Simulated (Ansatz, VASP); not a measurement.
# Two plane-wave programs on In

```
In
1.0
     2.96200    0.00000    0.00000
     0.00000    2.96200    0.00000
     0.00000    0.00000    2.96200
In
1
Direct
  0.00000 0.00000 0.00000
```

Alike in both runs: task single point; functional PBE; k mesh 11 × 11 × 11; occupations fermi-dirac, width 0.1 eV; no spin polarisation.

|  | VASP | Ansatz |
| --- | --- | --- |
| version | VASP 6.6.1 | Ansatz 0.2.0 |
| potentials or method | VASP PAW PBE potentials, release 64 (In_d), cutoff 520 eV | plane waves (420 eV) with PAW, scalar-relativistic |
| valence electrons in the cell | 13 | 13 |

```tsv
	VASP	Ansatz	Ansatz less VASP
pressure (GPa)	5.6	5.6	+0.04
```
